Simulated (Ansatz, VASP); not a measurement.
**One calculation of MgPbBr3, two programs**

File INCAR:

```
SYSTEM = MgPbBr3
PREC = Accurate ; ENCUT = 520
EDIFF = 1E-7 ; ISMEAR = 0
SIGMA = 0.1 ; LREAL = .FALSE.
LASPH = .TRUE. ; NELM = 80
ALGO = Normal ; ISIF = 2
LWAVE = .FALSE. ; LCHARG = .TRUE.
GGA = PE ; LELF = .TRUE.
LVHAR = .TRUE. ; NBANDS = 26
```

File KPOINTS:

```
Automatic mesh
0
G
  4 4 4
  0 0 0
```

Contents of POSCAR:

```
MgPbBr3
1.0
    5.1480348300      0.0000000000      0.0000000000
    0.0000000000      5.1480348300      0.0000000000
    0.0000000000      0.0000000000      5.1480348300
Mg Pb Br
1 1 3
Direct
    0.5000000000      0.5000000000      0.5000000000
    0.0000000000      0.0000000000      0.0000000000
    0.0000000000      0.5000000000      0.5000000000
    0.5000000000      0.0000000000      0.5000000000
    0.5000000000      0.5000000000      0.0000000000
```

Input for Ansatz:

```yaml
crystal:
  lattice:
    - [5.14803483, 0.0, 0.0]
    - [0.0, 5.14803483, 0.0]
    - [0.0, 0.0, 5.14803483]
  atoms:
    - { symbol: Mg, position: [0.5, 0.5, 0.5] }
    - { symbol: Pb, position: [0.0, 0.0, 0.0] }
    - { symbol: Br, position: [0.0, 0.5, 0.5] }
    - { symbol: Br, position: [0.5, 0.0, 0.5] }
    - { symbol: Br, position: [0.5, 0.5, 0.0] }
basis:
  ecutwfc: 420
kpoints:
  mp_grid: { grid: [4, 4, 4] }
hamiltonian:
  xc: pbe
scf:
  occupations: { method: gaussian, width: 0.1 }
  lower_state_search: "off"
output:
  forces: true
  stress: true
  eigenvalues: true
```

Change from the starting cell: species swapped into the TbBPd3 type (Pm-3m, No. 221).

Alike in both runs: task single point; functional PBE; k mesh 4 × 4 × 4; occupations gaussian, width 0.1 eV; no spin polarisation.

|  | VASP | Ansatz |
| --- | --- | --- |
| version | VASP 6.6.1 | Ansatz 0.2.0 |
| potentials or method | VASP PAW PBE potentials, release 64 (Mg, Pb_d, Br), cutoff 520 eV | scalar-relativistic, plane waves, PAW |
| valence electrons in the cell | 37 | 45 |

VASP gave:

| Property | Result |
| --- | --- |
| gap on the k mesh at the Fermi level (eV) | none |
| pressure (GPa) | 2.7 |

Which values does Ansatz return?

gap on the k mesh at the Fermi level (eV): none; pressure (GPa): 2.8.

A gap of «none» marks a metal or a gap that the smearing closes. VASP's potentials hold 37 valence electrons a cell and Ansatz's 45, so a difference there can come from the potentials and not from the codes.

Neither program's run includes spin-orbit coupling.
